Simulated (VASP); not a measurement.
# C (P6_3/mmc) in VASP: elastic constants with PBEsol

Aim: the elastic constants of C with PBEsol.

Everything below comes from runs of VASP 6.6.1. Logs are shortened: lines on timing, memory, paths and dates and some standing lists are left out, and cuts for length are marked.

## (1) The cell of the first run

Symmetry: P6_3/mmc, No. 194, hexagonal system. The conventional cell has a = 2.459 Å, b = 2.459 Å, c = 7.248 Å, α = 90.00°, β = 90.00°, γ = 120.00°. C (site symmetry -6m2) has 3 C at 1.42 Å within 1.9 Å. Within 1.9 Å of C (site symmetry -6m2) lie 3 C at 1.42 Å.

## (2) Elastic constants, PBEsol

Contents of INCAR:

```
ALGO = Normal ; EDIFF = 1E-8
ENCUT = 600 ; GGA = PS
IBRION = 6 ; ISIF = 3
ISMEAR = 0 ; LASPH = T
LCHARG = T ; LREAL = F
LWAVE = F ; NELM = 80
NFREE = 2 ; NSW = 1
POTIM = 0.015 ; PREC = Accurate
SIGMA = 0.01
```

Contents of KPOINTS:

```
k-points
0
Gamma
  10 10 4
```

Contents of POSCAR:

```
C
1.0
    2.4588644058      0.0000000000      0.0000000000
   -1.2294322029      2.1294390399      0.0000000000
    0.0000000000      0.0000000000      7.2476322348
C
4
Direct
    0.0000000000      0.0000000000      0.0025001413
    0.0000000000      0.0000000000      0.5025001413
    0.3333333333      0.6666666667      0.0024998587
    0.6666666667      0.3333333333      0.5024998587
```

Potentials or basis: VASP PAW PBE potentials, release 64 (C).

The run is started by

```console
cat potpaw_PBE.64/C/POTCAR > POTCAR
mpirun -np 1 vasp_std > vasp.out
```

OUTCAR:

```text
EDIFF = 1E-8
   ENCUT = 600
   GGA = PS
   IBRION = 6
   ISIF = 3
   ISMEAR = 0
   LASPH = T
   LREAL = F
   NELM = 80
   NFREE = 2
   NSW = 1
   POTIM = 0.015
   PREC = Accurate

 ion  position               nearest neighbor table
   1  0.000  0.000  0.003-   3 1.42   3 1.42   3 1.42
   2  0.000  0.000  0.503-   4 1.42   4 1.42   4 1.42
   3  0.333  0.667  0.002-   1 1.42   1 1.42   1 1.42
   4  0.667  0.333  0.502-   2 1.42   2 1.42   2 1.42

  LATTYP: Found a hexagonal cell.
 ALAT       =     2.4588644058
 C/A-ratio  =     2.9475526254

  Lattice vectors:

 A1 = (   2.4588644058,   0.0000000000,   0.0000000000)
 A2 = (  -1.2294322029,   2.1294390399,   0.0000000000)
 A3 = (   0.0000000000,   0.0000000000,   7.2476322348)

Analysis of symmetry for initial positions (statically):
=====================================================================
 Subroutine PRICEL returns:
 Original cell was already a primitive cell.

 Routine SETGRP: Setting up the symmetry group for a
 hexagonal supercell.

 Subroutine GETGRP returns: Found 24 space group operations
 (whereof  6 operations were pure point group operations)
 out of a pool of 24 trial point group operations.

The static configuration has the point symmetry C_3v.
 The point group associated with its full space group is D_6h.

Analysis of symmetry for dynamics (positions and initial velocities):
=====================================================================
 Subroutine PRICEL returns:
 Original cell was already a primitive cell.

 Routine SETGRP: Setting up the symmetry group for a
 hexagonal supercell.

 Subroutine GETGRP returns: Found 24 space group operations
 (whereof  6 operations were pure point group operations)
 out of a pool of 24 trial point group operations.

The dynamic configuration has the point symmetry C_3v.
 The point group associated with its full space group is D_6h.

 Subroutine INISYM returns: Found 24 space group operations
 (whereof  6 operations are pure point group operations),
 and found     1 'primitive' translations

----------------------------------------------------------------------------------------

                                     Primitive cell

  volume of cell :      37.9486

  direct lattice vectors                    reciprocal lattice vectors
     2.458864406  0.000000000  0.000000000     0.406691804  0.234803622  0.000000000
    -1.229432203  2.129439040  0.000000000     0.000000000  0.469607245  0.000000000
     0.000000000  0.000000000  7.247632235     0.000000000  0.000000000  0.137976096

  length of vectors
     2.458864406  2.458864406  7.247632235     0.469607245  0.469607245  0.137976096

  position of ions in fractional coordinates (direct lattice)
     0.000000000  0.000000000  0.002500141
     0.000000000  0.000000000  0.502500141
     0.333333333  0.666666667  0.002499859
     0.666666667  0.333333333  0.502499859

  ion indices of the primitive-cell ions
   primitive index   ion index
                 1           1
                 2           2
                 3           3
                 4           4

----------------------------------------------------------------------------------------

 KPOINTS: k-points

Automatic generation of k-mesh.
 Grid dimensions read from file:
 generate k-points for:   10   10    4

 Generating k-lattice:

  Cartesian coordinates                     Fractional coordinates (reciprocal lattice)
[... 117 lines left out ...]
  -------------------------------------------------------------------------------------
  Total        0.1023207      0.1023207     -0.0409997      0.0000000      0.0000000      0.0000000
  in kB        4.3199433      4.3199433     -1.7309938      0.0000000      0.0000000      0.0000000
  external PRESSURE =       2.3029643 kB  Pullay stress =       0.0000000 kB
[... 95 lines left out ...]
  FREE ENERGIE OF THE ION-ELECTRON SYSTEM (eV)
  ---------------------------------------------------
  free  energy   TOTEN  =       -38.5677122064 eV

  energy  without entropy=      -38.5677122064  energy(sigma->0) =      -38.56771221

 E-fermi :   3.2573     XC(G=0):  -9.9093

 val. band max:        3.1524394565   @ k =   0.3000   0.3000   0.0000
 cond. band min:       4.7184970262   @ k =   0.3000   0.3000   0.0000
 fundamental gap:      1.5660575697
 Fermi energy:         3.2572849501

 k-point     1 :       0.0000    0.0000    0.0000
  band No.  band energies     occupation
      1     -15.7356      2.00000
      2     -15.5902      2.00000
      3      -4.4100      2.00000
      4      -3.1835      2.00000
      5       0.8841      2.00000
      6       0.8841      2.00000
      7       0.8908      2.00000
      8       0.8908      2.00000
      9       7.3207      0.00000
     10      12.2192      0.00000
     11      12.2192      0.00000
     12      12.2419      0.00000
[... 333 lines left out ...]
      1     -10.9095      2.00000
      2     -10.8419      2.00000
      3      -8.5144      2.00000
      4      -8.4612      2.00000
      5      -3.2326      2.00000
      6      -3.2110      2.00000
      7       1.1070      2.00000
      8       1.5794      2.00000
      9       5.7528      0.00000
     10       6.1232      0.00000
     11      12.2837      0.00000
     12      12.4411      0.00000

 [... further k-points ...]

[... ionic steps 4 to 18 ...]

--------------------------------------- Ionic step       19  -------------------------------------------

 number of electron      16.0000001 magnetization

------------------------ aborting loop because EDIFF is reached ----------------------------------------
[... 71 lines left out ...]
--------------------------------------- Ionic step       21  -------------------------------------------

 number of electron      16.0000000 magnetization

 Free energy of the ion-electron system (eV)
  ---------------------------------------------------
  ext. energy  EPLUGINS =         0.00000000
  ---------------------------------------------------
  free energy    TOTEN  =       -38.59525864 eV

  energy without entropy =      -38.59525864  energy(sigma->0) =      -38.59525864

 E-fermi :   3.3866     XC(G=0): -10.0159

 val. band max:        3.3009161372   @ k =   0.3000   0.3000   0.0000
 cond. band min:       4.8196311095   @ k =   0.3000   0.3000   0.0000
 fundamental gap:      1.5187149723
 Fermi energy:         3.3866381980

 k-point     1 :       0.0000    0.0000    0.0000
  band No.  band energies     occupation
      1     -15.6235      2.00000
      2     -15.4582      2.00000
      3      -4.3387      2.00000
      4      -3.0035      2.00000
      5       1.0064      2.00000
      6       1.0064      2.00000
      7       1.0146      2.00000
      8       1.0146      2.00000
      9       7.5107      0.00000
     10      12.3394      0.00000
     11      12.3399      0.00000
     12      12.3656      0.00000
[... 376 lines left out ...]
  FREE ENERGIE OF THE ION-ELECTRON SYSTEM (eV)
  ---------------------------------------------------
  free  energy   TOTEN  =       -38.5952586356 eV

  energy  without entropy=      -38.5952586356  energy(sigma->0) =      -38.59525864

 INTERNAL STRAIN TENSORS FROM STRAINED CELLS
 ============================================

 INTERNAL STRAIN TENSOR FOR ION    1 for displacements in x,y,z  (eV/Angst):
          X           Y           Z          XY          YZ          ZX
  --------------------------------------------------------------------------------
  x    -0.00000    -0.00000     0.00000   -13.38379     0.00000     0.00000
  y   -13.42657    13.47756     0.00000    -0.00026    -0.00005     0.00002
  z     0.00000     0.00000    -0.00000     0.00000     0.00143     0.00000

 INTERNAL STRAIN TENSORS FROM DISPLACED ATOMS
 ============================================

 INTERNAL STRAIN TENSOR FOR ION    1 for displacements in x,y,z  (eV/Angst):
          X           Y           Z          XY          YZ          ZX
  --------------------------------------------------------------------------------
  x     0.00000     0.00000     0.00000   -13.39640     0.00000     0.00000
  y   -13.39640    13.39640     0.00000     0.00000     0.00000     0.00000
  z    -0.00000     0.00000    -0.00000     0.00000     0.00000     0.00000

 INTERNAL STRAIN TENSOR FOR ION    4 for displacements in x,y,z  (eV/Angst):
          X           Y           Z          XY          YZ          ZX
  --------------------------------------------------------------------------------
  x    -0.00000    -0.00000     0.00000   -13.45732     0.00000     0.00000
  y   -13.45732    13.45732    -0.00000     0.00000     0.00000     0.00000
  z    -0.00000    -0.00000     0.00000     0.00000     0.00000     0.00000

 Eigenvectors and eigenvalues of the dynamical matrix
 ----------------------------------------------------

   1 f  =   47.692045 THz   299.657957 2PiTHz 1590.835387 cm-1   197.238361 meV
             X         Y         Z           dx          dy          dz
      0.000000  0.000000  0.018120    -0.000005   -0.500006   -0.000000
      0.000000  0.000000  3.641936    -0.000005   -0.500006   -0.000000
     -0.000000  1.419626  0.018118     0.000005    0.499994   -0.000000
      1.229432  0.709813  3.641934     0.000005    0.499994    0.000000
[... 71 lines left out ...]
  12 f/i=    0.000596 THz     0.003743 2PiTHz    0.019873 cm-1     0.002464 meV
             X         Y         Z           dx          dy          dz
      0.000000  0.000000  0.018120    -0.495398    0.067632   -0.000000
      0.000000  0.000000  3.641936    -0.495398    0.067632   -0.000000
     -0.000000  1.419626  0.018118    -0.495411    0.067634   -0.000000
      1.229432  0.709813  3.641934    -0.495411    0.067634   -0.000000

--------------------------------------------------------------------------------------------------------

 ELASTIC MODULI CONTR FROM IONIC RELAXATION (kBar)
 Direction    XX          YY          ZZ          XY          YZ          ZX
 --------------------------------------------------------------------------------
 XX        -277.3205    277.3205     -0.0000     -0.0000     -0.0000      0.0000
 YY         277.3205   -277.3205      0.0000      0.0000      0.0000      0.0000
 ZZ          -0.0000      0.0000     -0.0000      0.0000     -0.0000      0.0000
 XY          -0.0000      0.0000      0.0000   -277.3205      0.0000      0.0000
 YZ          -0.0000      0.0000     -0.0000      0.0000     -0.0000      0.0000
 ZX           0.0000      0.0000      0.0000      0.0000      0.0000      0.0000
 --------------------------------------------------------------------------------

 TOTAL ELASTIC MODULI (kBar)
 Direction    XX          YY          ZZ          XY          YZ          ZX
 --------------------------------------------------------------------------------
 XX        9867.3130   1798.4677    -21.8817     -0.0000     -0.0000     -0.0000
 YY        1798.4677   9867.3130    -21.8817      0.0000     -0.0000      0.0000
 ZZ         -21.8817    -21.8817     78.1022      0.0000     -0.0000      0.0000
 XY          -0.0000      0.0000      0.0000   4034.4227     -0.0000      0.0000
 YZ           0.0000     -0.0000     -0.0000     -0.0000     12.0883      0.0000
 ZX           0.0000      0.0000      0.0000      0.0000      0.0000     12.0884
 --------------------------------------------------------------------------------
```

It took 4.9 min on 1 thread of Intel Xeon 6975P-C (Granite Rapids), shared host; peak memory 0.28 GiB.

What came out:

```yaml
Voigt_bulk_modulus: 259 GPa
Highest_phonon_frequency_at_Γ: 1591 cm⁻¹
```

Phonon frequencies in cm⁻¹ (negative: imaginary):
```tsv
q point	frequencies
(0.000, 0.000, 0.000)	0 0 0 27 27 62 871 873 1589 1589 1591 1591
```

Elastic tensor in Voigt notation (GPa, in the Cartesian axes of the cell as first typed):
```
987 180  -2   0   0   0
180 987  -2   0   0   0
 -2  -2   8   0   0   0
  0   0   0   1   0   0
  0   0   0   0   1   0
  0   0   0   0   0 403
```

Clamped-ion elastic tensor (GPa):
```
1014  152   -2    0    0    0
 152 1014   -2    0    0    0
  -2   -2    8    0    0    0
   0    0    0    1    0    0
   0    0    0    0    1    0
   0    0    0    0    0  431
```

Caveat: this functional lacks dispersion, which binds the layers, so the pressure and a relaxed spacing across them are unreliable; the PAW data sets were made with another functional, which shifts forces and pressure a little.
